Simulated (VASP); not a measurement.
# CsSmF4 (P4/mmm) in VASP: elastic constants with PBE

Aim: the elastic constants of CsSmF4 with PBE.

Everything below comes from runs of VASP 6.6.1. Logs are shortened: lines on timing, memory, paths and dates and some standing lists are left out, and cuts for length are marked.

## 1. The cell of the first run

It takes space group P4/mmm (No. 123, tetragonal). Conventional cell: a = 3.997 Å, b = 3.997 Å, c = 7.057 Å, α = 90.00°, β = 90.00°, γ = 90.00°. Cs (site symmetry 4/mmm) has 8 F at 3.00 Å and 4 Cs at 4.00 Å within 4.0 Å. Within 3.1 Å of Sm (site symmetry 4/mmm) lie 8 F at 2.38 Å. Within 3.1 Å of F (site symmetry 2mm) lie 2 Sm at 2.38 Å and 5 F at 2.58 to 2.83 Å and 2 Cs at 3.00 Å.

## 2. Elastic constants, PBE

Contents of INCAR:

```
SYSTEM = CsSmF4
PREC = Accurate ; ENCUT = 600
EDIFF = 1E-8 ; ISMEAR = 0
SIGMA = 0.01 ; LREAL = .FALSE.
LASPH = .TRUE. ; NELM = 200
ALGO = Normal ; ISIF = 3
LWAVE = .FALSE. ; LCHARG = .FALSE.
GGA = PE ; NBANDS = 33
IBRION = 6 ; NFREE = 2
POTIM = 0.015 ; NSW = 1
GGA_COMPAT = .FALSE. ; LMAXMIX = 6
KPAR = 4
```

Contents of KPOINTS:

```
regular mesh
0
G
  6 6 4
  0 0 0
```

Contents of POSCAR:

```
CsSmF4
1.0
    3.9968196137      0.0000000000      0.0000000000
    0.0000000000      3.9968196137      0.0000000000
    0.0000000000      0.0000000000      7.0565356355
Cs Sm F
1 1 4
Direct
    0.5000000000      0.5000000000      0.5000000000
    0.0000000000      0.0000000000      0.0000000000
    0.5000000000      0.0000000000      0.8171424020
    0.0000000000      0.5000000000      0.1828575980
    0.5000000000      0.0000000000      0.1828575980
    0.0000000000      0.5000000000      0.8171424020
```

Potentials or basis: VASP PAW PBE potentials, release 64 (Cs_sv, Sm_3, F), 4f in core.

The run is started by

```console
> cat potpaw_PBE.64/Cs_sv/POTCAR potpaw_PBE.64/Sm_3/POTCAR potpaw_PBE.64/F/POTCAR > POTCAR
> mpirun -np 4 vasp_std > vasp.out
```

OUTCAR:

```text
SYSTEM = CsSmF4
   PREC = Accurate
   ENCUT = 600
   EDIFF = 1E-8
   ISMEAR = 0
   LREAL = .FALSE.
   LASPH = .TRUE.
   NELM = 200
   ISIF = 3
   GGA = PE
   IBRION = 6
   NFREE = 2
   POTIM = 0.015
   NSW = 1

 ion  position               nearest neighbor table
   1  0.500  0.500  0.500-
   2  0.000  0.000  0.000-   3 2.38   4 2.38   5 2.38   6 2.38   4 2.38   6 2.38   3 2.38   5 2.38

   3  0.500  0.000  0.817-   2 2.38   2 2.38
   4  0.000  0.500  0.183-   2 2.38   2 2.38
   5  0.500  0.000  0.183-   2 2.38   2 2.38
   6  0.000  0.500  0.817-   2 2.38   2 2.38

  LATTYP: Found a simple tetragonal cell.
 ALAT       =     3.9968196137
 C/A-ratio  =     1.7655376818

  Lattice vectors:

 A1 = (   3.9968196137,   0.0000000000,   0.0000000000)
 A2 = (   0.0000000000,   3.9968196137,   0.0000000000)
 A3 = (   0.0000000000,   0.0000000000,   7.0565356355)

Analysis of symmetry for initial positions (statically):
=====================================================================
 Subroutine PRICEL returns:
 Original cell was already a primitive cell.

 Routine SETGRP: Setting up the symmetry group for a
 simple tetragonal supercell.

 Subroutine GETGRP returns: Found 16 space group operations
 (whereof 16 operations were pure point group operations)
 out of a pool of 16 trial point group operations.

The static configuration has the point symmetry D_4h.

Analysis of symmetry for dynamics (positions and initial velocities):
=====================================================================
 Subroutine PRICEL returns:
 Original cell was already a primitive cell.

 Routine SETGRP: Setting up the symmetry group for a
 simple tetragonal supercell.

 Subroutine GETGRP returns: Found 16 space group operations
 (whereof 16 operations were pure point group operations)
 out of a pool of 16 trial point group operations.

The dynamic configuration has the point symmetry D_4h.

 Subroutine INISYM returns: Found 16 space group operations
 (whereof 16 operations are pure point group operations),
 and found     1 'primitive' translations

----------------------------------------------------------------------------------------

                                     Primitive cell

  volume of cell :     112.7251

  direct lattice vectors                    reciprocal lattice vectors
     3.996819614  0.000000000  0.000000000     0.250198932  0.000000000  0.000000000
     0.000000000  3.996819614  0.000000000     0.000000000  0.250198932  0.000000000
     0.000000000  0.000000000  7.056535636     0.000000000  0.000000000  0.141712598

  length of vectors
     3.996819614  3.996819614  7.056535636     0.250198932  0.250198932  0.141712598

  position of ions in fractional coordinates (direct lattice)
     0.500000000  0.500000000  0.500000000
     0.000000000  0.000000000  0.000000000
     0.500000000  0.000000000  0.817142402
     0.000000000  0.500000000  0.182857598
     0.500000000  0.000000000  0.182857598
     0.000000000  0.500000000  0.817142402

  ion indices of the primitive-cell ions
   primitive index   ion index
                 1           1
                 2           2
                 3           3
                 4           4
                 5           5
[... 119 lines left out ...]
  ext. energy  EPLUGINS =         0.00000000
  ---------------------------------------------------
  free energy    TOTEN  =       -34.57111745 eV

  energy without entropy =      -34.57111745  energy(sigma->0) =      -34.57111745

------------------------ aborting loop because EDIFF is reached ----------------------------------------

  FORCE on cell =-STRESS in cart. coord.  units (eV):
  Direction    XX          YY          ZZ          XY          YZ          ZX
  --------------------------------------------------------------------------------------
  -------------------------------------------------------------------------------------
  Total        0.2192303      0.2192303      0.1616686      0.0000000      0.0000000     -0.0000000
  in kB        3.1159507      3.1159507      2.2978183      0.0000000      0.0000000     -0.0000000
  external PRESSURE =       2.8432399 kB  Pullay stress =       0.0000000 kB
[... 101 lines left out ...]
  FREE ENERGIE OF THE ION-ELECTRON SYSTEM (eV)
  ---------------------------------------------------
  free  energy   TOTEN  =       -34.5574220184 eV

  energy  without entropy=      -34.5574220184  energy(sigma->0) =      -34.55742202

[... ionic steps 4 to 24 ...]

--------------------------------------- Ionic step       25  -------------------------------------------

 number of electron      47.9999988 magnetization

------------------------ aborting loop because EDIFF is reached ----------------------------------------
[... 75 lines left out ...]
--------------------------------------- Ionic step       27  -------------------------------------------

 number of electron      47.9999995 magnetization

 Free energy of the ion-electron system (eV)
  ---------------------------------------------------
  ext. energy  EPLUGINS =         0.00000000
  ---------------------------------------------------
  free energy    TOTEN  =       -34.57129229 eV

  energy without entropy =      -34.57129229  energy(sigma->0) =      -34.57129229

 E-fermi :  -1.3350     XC(G=0):  -8.9928

 val. band max:       -1.4100383561   @ k =   0.5000   0.5000   0.0000
 cond. band min:       4.3110006635   @ k =   0.0000   0.0000   0.0000
 fundamental gap:      5.7210390196
 Fermi energy:        -1.3349614009

 k-point     1 :       0.0000    0.0000    0.0000
  band No.  band energies     occupation
      1     -38.9602      2.00000
      2     -21.8002      2.00000
      3     -21.4820      2.00000
      4     -21.1294      2.00000
      5     -20.8395      2.00000
      6     -19.3298      2.00000
[... 853 lines left out ...]
     32       9.1316      0.00000
     33       9.2470      0.00000

 [... further k-points ...]
[... 5 lines left out ...]
  --------------------------------------------------------------------------------------
  -------------------------------------------------------------------------------------
  Total        0.1318871      0.2248848      0.0442090      0.0000000      0.0000000      0.0000000
  in kB        1.8745290      3.1963187      0.6283482      0.0000000      0.0000000      0.0000000
  external PRESSURE =       1.8997320 kB  Pullay stress =       0.0000000 kB
[... 21 lines left out ...]
  FREE ENERGIE OF THE ION-ELECTRON SYSTEM (eV)
  ---------------------------------------------------
  free  energy   TOTEN  =       -34.5712922950 eV

  energy  without entropy=      -34.5712922950  energy(sigma->0) =      -34.57129229

 INTERNAL STRAIN TENSORS FROM STRAINED CELLS
 ============================================

 INTERNAL STRAIN TENSOR FOR ION    1 for displacements in x,y,z  (eV/Angst):
          X           Y           Z          XY          YZ          ZX
  --------------------------------------------------------------------------------
  x     0.00000     0.00000     0.00000     0.00000     0.00000    -0.00000
  y     0.00000     0.00000    -0.00000     0.00000    -0.00000     0.00000
  z     0.00000    -0.00000     0.00000     0.00000     0.00000     0.00000

 INTERNAL STRAIN TENSORS FROM DISPLACED ATOMS
 ============================================

 INTERNAL STRAIN TENSOR FOR ION    1 for displacements in x,y,z  (eV/Angst):
          X           Y           Z          XY          YZ          ZX
  --------------------------------------------------------------------------------
  x     0.00000     0.00000     0.00000     0.00000     0.00000     0.00000
  y     0.00000     0.00000     0.00000     0.00000     0.00000     0.00000
  z     0.00000     0.00000     0.00000     0.00000     0.00000     0.00000

 INTERNAL STRAIN TENSOR FOR ION    6 for displacements in x,y,z  (eV/Angst):
          X           Y           Z          XY          YZ          ZX
  --------------------------------------------------------------------------------
  x    -0.00000     0.00000    -0.00000     0.00000     0.00000    -1.41212
  y     0.00000     0.00000    -0.00000     0.00000     4.36218     0.00000
  z    -0.35115     5.99392     7.95631     0.00000     0.00000     0.00000

 Eigenvectors and eigenvalues of the dynamical matrix
 ----------------------------------------------------

   1 f  =   11.541316 THz    72.516228 2PiTHz  384.976868 cm-1    47.731027 meV
             X         Y         Z           dx          dy          dz
      1.998410  1.998410  3.528268     0.000000    0.000000    0.000000
      0.000000  0.000000  0.000000     0.000000   -0.000000   -0.000000
      1.998410  0.000000  5.766194     0.000000   -0.000000    0.500000
      0.000000  1.998410  1.290341    -0.000000   -0.000000   -0.500000
      1.998410  0.000000  1.290341    -0.000000    0.000000   -0.500000
      0.000000  1.998410  5.766194    -0.000000    0.000000    0.500000
[... 145 lines left out ...]
  18 f/i=    0.012330 THz     0.077472 2PiTHz    0.411285 cm-1     0.050993 meV
             X         Y         Z           dx          dy          dz
      1.998410  1.998410  3.528268     0.568429    0.228071    0.000000
      0.000000  0.000000  0.000000     0.598313    0.240062    0.000000
      1.998410  0.000000  5.766194     0.212102    0.085243    0.000000
      0.000000  1.998410  1.290341     0.212453    0.085102    0.000000
      1.998410  0.000000  1.290341     0.212102    0.085243    0.000000
      0.000000  1.998410  5.766194     0.212453    0.085102    0.000000

--------------------------------------------------------------------------------------------------------

 ELASTIC MODULI CONTR FROM IONIC RELAXATION (kBar)
 Direction    XX          YY          ZZ          XY          YZ          ZX
 --------------------------------------------------------------------------------
 XX        -125.6262     38.2110   -123.2555      0.0000      0.0000     -0.0000
 YY          38.2110   -125.6262   -123.2555      0.0000     -0.0000      0.0000
 ZZ        -123.2555   -123.2555   -347.5809      0.0000     -0.0000     -0.0000
 XY           0.0000      0.0000      0.0000      0.0000      0.0000      0.0000
 YZ           0.0000     -0.0000     -0.0000      0.0000    -99.2672      0.0000
 ZX          -0.0000      0.0000     -0.0000      0.0000      0.0000    -99.2670
 --------------------------------------------------------------------------------

 TOTAL ELASTIC MODULI (kBar)
 Direction    XX          YY          ZZ          XY          YZ          ZX
 --------------------------------------------------------------------------------
 XX        1136.5139    372.7572    255.8737      0.0000      0.0000     -0.0000
 YY         372.7572   1136.5139    255.8737      0.0000     -0.0000      0.0000
 ZZ         255.8737    255.8737    988.1859      0.0000     -0.0000     -0.0000
 XY           0.0000      0.0000      0.0000    306.3086      0.0000      0.0000
 YZ           0.0000     -0.0000     -0.0000      0.0000    184.6173      0.0000
 ZX          -0.0000      0.0000     -0.0000      0.0000      0.0000    184.6174
 --------------------------------------------------------------------------------
```

It took 13 min on 4 MPI ranks of AMD EPYC 7R13 (Zen 3), shared host; peak memory 0.54 GiB.

Results:

| Quantity | Value |
| --- | --- |
| Voigt bulk modulus | 56 GPa |
| Highest phonon frequency at Γ, LO-TO splitting left out | 385 cm⁻¹ |

Phonon frequencies in cm⁻¹ (negative: imaginary):
```csv
q point,frequencies
"(0.000, 0.000, 0.000)",0 0 0 63 63 111 151 151 153 168 168 264 278 278 303 303 316 385
```

Elastic tensor in Voigt notation (GPa, in the Cartesian axes of the cell as first typed):
```
114  37  26   0   0   0
 37 114  26   0   0   0
 26  26  99   0   0   0
  0   0   0  18   0   0
  0   0   0   0  18   0
  0   0   0   0   0  31
```

Clamped-ion elastic tensor (GPa):
```
126  33  38   0   0   0
 33 126  38   0   0   0
 38  38 134   0   0   0
  0   0   0  28   0   0
  0   0   0   0  28   0
  0   0   0   0   0  31
```

Caveat: spin-orbit coupling is left out, which moves the levels of the heavy elements; the 4f electrons are frozen in the core, so they carry no moment and show no levels; the run has no spin polarisation, though such a crystal can be magnetic.
